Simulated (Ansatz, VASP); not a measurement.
## Se in VASP and in Ansatz

```
CELL_PARAMETERS angstrom
0.00000 3.11199 3.11199
3.11199 0.00000 3.11199
3.11199 3.11199 0.00000
ATOMIC_POSITIONS crystal
Se 0.12500 0.12500 0.12500
Se 0.87500 0.87500 0.87500
```

Alike in both runs: functional PBEsol; k mesh 9 × 9 × 9; occupations fermi-dirac, width 0.1 eV; no spin polarisation.

Ansatz relaxed the structure, and its values are those at the end. VASP's run is a single point on that final structure, the one shown.

|  | VASP | Ansatz |
| --- | --- | --- |
| version | VASP 6.6.1 | Ansatz 0.2.0 |
| potentials or method | VASP PAW PBE potentials, release 64 (Se), cutoff 500 eV | plane waves (420 eV) with PAW, scalar-relativistic |
| valence electrons in the cell | 12 | 32 |

|  | VASP | Ansatz | Ansatz less VASP |
| --- | --- | --- | --- |
| pressure (GPa) | 0.0 | 0.0 | -0.06 |

VASP's potentials were made for PBE, not for PBEsol, and Ansatz warns of the same on its side. VASP's potentials hold 12 valence electrons a cell and Ansatz's 32, so a difference there can come from the potentials and not from the codes.
